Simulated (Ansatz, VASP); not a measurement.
## Two plane-wave programs on Cd3Te5

```
Cd Te
1.0
     4.51702    0.00000    0.00000
     0.00000    4.51702    0.00000
     0.00000    0.00000   14.98983
Cd Te
3 5
Direct
  0.50000 0.50000 0.23105
  0.50000 0.50000 0.76895
  0.00000 0.00000 0.00000
  0.50000 0.00000 0.34928
  0.00000 0.50000 0.11555
  0.00000 0.50000 0.65072
  0.50000 0.00000 0.88445
  0.00000 0.00000 0.50000
```

Alike in both runs: functional PBE; k mesh 8 × 8 × 2; occupations gaussian, width 0.1 eV; no spin polarisation.

Ansatz relaxed the structure, and its values are those at the end. VASP's run is a single point on that final structure, the one shown.

```csv
,VASP,Ansatz
version,VASP 6.6.1,Ansatz 0.2.0
potentials or method,"VASP PAW PBE potentials, release 64 (Cd, Te), cutoff 520 eV","scalar-relativistic, plane waves, PAW"
valence electrons in the cell,66,140
```

```csv
,VASP,Ansatz,Ansatz less VASP
gap on the k mesh at the Fermi level (eV),none,none,-
pressure (GPa),0.1,0.0,-0.07
rms of the force components (eV/Å),0.005,0.002,-0.0034
```

A gap of «none» marks a metal or a gap that the smearing closes. The functional is the same, so the differences come from potentials, cutoffs and numerics. VASP's potentials hold 66 valence electrons a cell and Ansatz's 140, so a difference there can come from the potentials and not from the codes.

Neither program's run includes spin-orbit coupling.
